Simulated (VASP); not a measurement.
# Ga in VASP: a series of runs, part 2 of 2

VASP 6.6.1. The steps go on from the part before.

**5. Single point, LDA**

The input, INCAR:

```
SYSTEM = Ga
PREC     = Accurate       ! precision mode
ENCUT    = 520            ! plane-wave cutoff, eV
EDIFF    = 1E-6           ! SCF threshold, eV
ISMEAR   = 1              ! smearing method
SIGMA    = 0.05           ! smearing width, eV
LREAL    = .False.        ! projectors in reciprocal space
LASPH    = .True.         ! aspherical terms in the spheres
NELM     = 100            ! most SCF steps
ALGO     = Fast           ! electronic algorithm
ISIF     = 2              ! what is computed and relaxed
LWAVE    = .False.        ! write WAVECAR
LCHARG   = .False.        ! write CHGCAR
NBANDS   = 20             ! bands
```

The input, KPOINTS:

```
Automatic mesh
0
Gamma
  16 16 14
  0 0 0
```

The input, POSCAR:

```
Ga
1.0
    1.4500000000     -4.0650000000      0.0000000000
    1.4500000000      4.0650000000      0.0000000000
    0.0000000000      0.0000000000      3.1700000000
Ga
2
Direct
    0.1426510000      0.8836200000      0.7521610000
    0.8630400000      0.1461870000      0.2619770000
```

Potentials or basis: VASP PAW LDA potentials, release 64 (Ga_d).

Command:

```console
cat potpaw_LDA.64/Ga_d/POTCAR > POTCAR
mpirun -np 1 vasp_std > vasp.out
```

OUTCAR:

```text
SYSTEM = Ga
   PREC = Accurate
   ENCUT = 520
   EDIFF = 1E-6
   ISMEAR = 1
   LREAL = .False.
   LASPH = .True.
   NELM = 100
   ISIF = 2

 ion  position               nearest neighbor table
   1  0.143  0.884  0.752-   2 2.70   2 2.73   2 2.81   2 2.84   2 2.85   2 2.87
   2  0.863  0.146  0.262-   1 2.70   1 2.73   1 2.81   1 2.84   1 2.85   1 2.87

  LATTYP: Found a base centered orthorhombic cell.
 ALAT       =     2.9000000000
 B/A-ratio  =     2.8034482759
 C/A-ratio  =     1.0931034483

  Lattice vectors:

 A1 = (   1.4500000000,  -4.0650000000,   0.0000000000)
 A2 = (   1.4500000000,   4.0650000000,   0.0000000000)
 A3 = (   0.0000000000,   0.0000000000,   3.1700000000)

Analysis of symmetry for initial positions (statically):
=====================================================================
 Subroutine PRICEL returns:
 Original cell was already a primitive cell.

 Routine SETGRP: Setting up the symmetry group for a
 base centered orthorhombic supercell.

 Subroutine GETGRP returns: Found  2 space group operations
 (whereof  1 operations were pure point group operations)
 out of a pool of  8 trial point group operations.

The static configuration has the point symmetry C_1 .
[... 162 lines left out ...]
  energy without entropy =       -7.10649675  energy(sigma->0) =       -7.10652791

 E-fermi :   5.3979     XC(G=0): -11.3290

 val. band max:        5.3968410294   @ k =   0.0625  -0.1875  -0.1429
 cond. band min:       5.3999540031   @ k =  -0.4375   0.2500   0.3571
 fundamental gap:      0.0031129737
 Fermi energy:         5.3978622821

 k-point     1 :       0.0000    0.0000    0.0000
  band No.  band energies     occupation
      1      -9.8794      2.00000
      2      -9.8485      2.00000
      3      -9.7818      2.00000
      4      -9.7750      2.00000
      5      -9.5958      2.00000
      6      -9.5740      2.00000
[... 541 lines left out ...]
     19      18.1032      0.00000
     20      19.8954      0.00000

 [... further k-points ...]

------------------------ aborting loop because EDIFF is reached ----------------------------------------

  FORCE on cell =-STRESS in cart. coord.  units (eV):
  Direction    XX          YY          ZZ          XY          YZ          ZX
  --------------------------------------------------------------------------------------
  -------------------------------------------------------------------------------------
  Total       -1.0493685     -1.0133722     -0.5719759     -0.0083534      0.0011879     -0.0029104
  in kB      -44.9904964    -43.4471974    -24.5228267     -0.3581421      0.0509278     -0.1247812
  external PRESSURE =     -37.6535068 kB  Pullay stress =       0.0000000 kB

 VOLUME and BASIS-vectors are now :
 -----------------------------------------------------------------------------
  energy-cutoff  :      520.00
  volume of cell :       37.37
      direct lattice vectors                 reciprocal lattice vectors
     1.450000000 -4.065000000  0.000000000     0.344827586 -0.123001230  0.000000000
     1.450000000  4.065000000  0.000000000     0.344827586  0.123001230  0.000000000
     0.000000000  0.000000000  3.170000000     0.000000000  0.000000000  0.315457413

 POSITION                                       TOTAL-FORCE (eV/Angst)
 -----------------------------------------------------------------------------------
      1.48809      3.01204      2.38435        -0.006912     -0.020837      0.032374
      1.46338     -2.91401      0.83047         0.006912      0.020837     -0.032374
 -----------------------------------------------------------------------------------
    total drift:                                0.000016      0.000023      0.000005

  FREE ENERGIE OF THE ION-ELECTRON SYSTEM (eV)
  ---------------------------------------------------
  free  energy   TOTEN  =        -7.1065434960 eV

  energy  without entropy=       -7.1064967488  energy(sigma->0) =       -7.10652791
```

stdout:

```text
POSCAR found type information on POSCAR Ga
 POSCAR found :  1 types and       2 ions
 scaLAPACK will be used
 LDA part: xc-table for (Slater(with rela. corr.)+CA(PZ))
 , standard interpolation
 POSCAR, INCAR and KPOINTS ok, starting setup
 FFT: planning ... GRIDC
 FFT: planning ... GRID_SOFT
 FFT: planning ... GRID
 WAVECAR not read
 entering main loop
WARNING in EDDRMM: call to ZHEGV failed, returncode =   6  3     18
WARNING in EDDRMM: call to ZHEGV failed, returncode =   6  3     18
WARNING in EDDRMM: call to ZHEGV failed, returncode =   8  4     18
WARNING in EDDRMM: call to ZHEGV failed, returncode =   6  3     19
WARNING in EDDRMM: call to ZHEGV failed, returncode =   6  3     17
WARNING in EDDRMM: call to ZHEGV failed, returncode =   8  4     19
WARNING in EDDRMM: call to ZHEGV failed, returncode =   8  4     18
WARNING in EDDRMM: call to ZHEGV failed, returncode =   8  4     17
WARNING in EDDRMM: call to ZHEGV failed, returncode =   8  4     17
WARNING in EDDRMM: call to ZHEGV failed, returncode =   6  3     15
WARNING in EDDRMM: call to ZHEGV failed, returncode =   6  3     18
WARNING in EDDRMM: call to ZHEGV failed, returncode =   6  3     16
```

It took 22 min on 1 thread of Intel Xeon 8259CL, shared host; peak memory 1 GiB.

What came out:

* Free energy: -7.1065 eV
* Pressure: -3.8 GPa
* Largest force: 0.039 eV/Å
* Band gap on the k mesh: zero (bands 13 and 14 overlap by 9.04 eV)

Forces in eV/Å, atoms in the order of the input:
```
Ga  -0.007 -0.021  0.032
Ga   0.007  0.021 -0.032
```

Levels at points of the mesh, in eV from the Fermi level:
```
           k point  band 10  band 11  band 12  band 13  band 14  band 15  band 16  band 17
(0.00, 0.00, 0.00)   -14.77   -11.26    -2.22    -1.66     2.84     6.63     7.61     8.82
(0.50, 0.00, 0.00)   -14.83    -6.69    -5.52    -1.77    -0.38     6.53     6.74     8.68
(0.00, 0.50, 0.00)   -14.81    -6.73    -5.44    -1.80    -0.39     6.46     6.66     8.81
(0.50, 0.50, 0.00)   -14.83    -9.35    -8.46     4.93     5.71     5.95     7.05     7.09
(0.00, 0.00, 0.50)   -14.84    -7.51    -7.37     1.72     1.87     2.55     2.57    10.16
(0.50, 0.00, 0.50)   -14.81    -3.11    -2.99    -1.78    -1.63     1.81     1.92     4.29
(0.00, 0.50, 0.50)   -14.82    -3.16    -3.04    -1.71    -1.56     1.85     1.97     4.18
(0.50, 0.50, 0.50)   -14.89    -5.75    -5.66    -4.18    -4.10     9.38     9.57    11.30
```

Caveat: the cell stands under tension.

**6. Summary**

| level | potentials or basis | cell | k mesh | smearing | grid for exact exchange (PRECFOCK) | share of exact exchange | gap on the mesh (eV) | pressure (GPa) | largest force (eV/Å) |
| --- | --- | --- | --- | --- | --- | --- | --- | --- | --- |
| PBEsol | VASP PAW PBE potentials, release 64 (Ga_d) | a = 4.316, b = 4.316, c = 3.170 Å, angles 90.0, 90.0, 140.7°, 2 atoms, atomic positions A | 10 × 10 × 8 | gaussian 0.1 eV | - | - | none | -2.1 | 0.21 |
| PBE | VASP PAW PBE potentials, release 64 (Ga_d) | a = 4.316, b = 4.316, c = 3.170 Å, angles 90.0, 90.0, 140.7°, 2 atoms, atomic positions A | 10 × 10 × 8 | gaussian 0.05 eV | - | - | none | 1.4 | 0.21 |
| HF | VASP PAW PBE potentials, release 64 (Ga_d) | a = 4.350, b = 4.350, c = 3.464 Å, angles 90.0, 90.0, 140.8°, 2 atoms, atomic positions B | 5 × 5 × 4 | fermi-dirac 0.05 eV | Normal | 1 | none | -0.1 | - |
| LDA | VASP PAW LDA potentials, release 64 (Ga_d) | a = 4.316, b = 4.316, c = 3.170 Å, angles 90.0, 90.0, 140.7°, 2 atoms, atomic positions C | 16 × 16 × 14 | methfessel-paxton 0.05 eV | - | - | none | -3.8 | 0.04 |

Alike in all rows: task single point; no spin polarisation; cutoff (eV) 520.

Caveats: some runs use coarse meshes; the PAW data sets were made with another functional, which shifts forces and pressure a little (at least some runs); the cell stands under tension (at least some runs).

Absolute energies hang on the potentials; compare differences alone.

The gap in the log of VASP goes by the Fermi energy; the results here count the filled bands.